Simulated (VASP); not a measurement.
A run of VASP 6.6.1:

INCAR

```
SYSTEM = Mg3ZrN
PREC = Accurate
ENCUT = 600
EDIFF = 1E-6
ISMEAR = 0
SIGMA = 0.1
LREAL = .FALSE.
LASPH = .TRUE.
NELM = 60
ALGO = Normal
ISIF = 3
LWAVE = .FALSE.
LCHARG = .FALSE.
GGA = PE
IBRION = 2
NSW = 90
EDIFFG = -0.04
```

File KPOINTS:

```
Automatic mesh
0
G
  6 6 4
  0 0 0
```

File POSCAR:

```
Mg3ZrN
1.0
    3.3875744600      0.0000000000      0.0000000000
    0.0000000000      3.3875744600      0.0000000000
    0.0000000000      0.0000000000      6.7021282300
Mg Zr N
3 1 1
Direct
    0.0000000000      0.0000000000      0.0000000000
    0.5000000000      0.5000000000      0.2167410200
    0.5000000000      0.5000000000      0.7832589800
    0.5000000000      0.5000000000      0.5000000000
    0.0000000000      0.0000000000      0.5000000000
```

Potentials or basis: VASP PAW PBE potentials, release 64 (Mg, Zr_sv, N).

Command:

```console
$ cat potpaw_PBE.64/Mg/POTCAR potpaw_PBE.64/Zr_sv/POTCAR potpaw_PBE.64/N/POTCAR > POTCAR
$ mpirun -np 1 vasp_std > vasp.out
```

Hardware: 1 thread of Intel(R) Xeon(R) Platinum 8259CL CPU @ 2.50GHz (Skylake/Cascade Lake), on a shared host.

Problem. Estimate the wall time of this run.

Solution. Wall time 14 min on 1 thread of Intel(R) Xeon(R) Platinum 8259CL CPU @ 2.50GHz (Skylake/Cascade Lake) (shared host), peak memory 0.23 GiB. Counts: scf iterations 233, k points 30, ion steps 22.
